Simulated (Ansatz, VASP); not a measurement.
# Hg in VASP and in Ansatz

Contents of INCAR:

```
PREC     = Accurate       # precision mode
ENCUT    = 500            # plane-wave cutoff, eV
EDIFF    = 1E-6           # SCF threshold, eV
ISMEAR   = -1             # smearing method
SIGMA    = 0.05           # smearing width, eV
LREAL    = F              # projectors in reciprocal space
LASPH    = T              # aspherical terms in the spheres
NELM     = 120            # most SCF steps
ALGO     = Normal         # electronic algorithm
ISIF     = 2              # what is computed and relaxed
LWAVE    = F              # write WAVECAR
LCHARG   = F              # write CHGCAR
GGA      = PE             # functional
NBANDS   = 12             # bands
GGA_COMPAT= F
```

KPOINTS

```
regular mesh
0
Gamma
  9 9 9
```

File POSCAR:

```
Hg
1.0
   -1.8449212015      1.8449212015      1.8843496766
    1.8449212015     -1.8449212015      1.8843496766
    1.8449212015      1.8449212015     -1.8843496766
Hg
1
Direct
    0.5000000000      0.5000000000      0.0000000000
```

Input for Ansatz:

```yaml
crystal:
  lattice:
    - [-1.8449212015484493, 1.8449212015484493, 1.8843496766354455]
    - [1.8449212015484493, -1.8449212015484493, 1.8843496766354455]
    - [1.8449212015484493, 1.8449212015484493, -1.8843496766354455]
  atoms:
    - { symbol: Hg, position: [0.5, 0.5, 0.0] }
basis:
  ecutwfc: 550.0
kpoints:
  mp_grid:
    grid: [9, 9, 9]
scf:
  occupations:
    method: fermi_dirac
    width: 0.05
output:
  stress: true
```

Alike in both runs: task single point; functional PBE; k mesh 9 × 9 × 9; occupations fermi-dirac, width 0.05 eV; no spin polarisation.

```csv
,VASP,Ansatz
version,VASP 6.6.1,Ansatz 0.2.0
potentials or method,"VASP PAW PBE potentials, release 64 (Hg), cutoff 500 eV","plane waves, PAW"
valence electrons in the cell,12,20
```

```csv
,VASP,Ansatz,Ansatz less VASP
pressure (GPa),2.4,2.2,-0.21
"traceless stress, the component that is largest in VASP (GPa)",0.25,0.25,-0.005
```

The functional is the same, so the differences come from potentials, cutoffs and numerics. VASP's potentials hold 12 valence electrons a cell and Ansatz's 20, so a difference there can come from the potentials and not from the codes.

Spin-orbit coupling is off throughout.
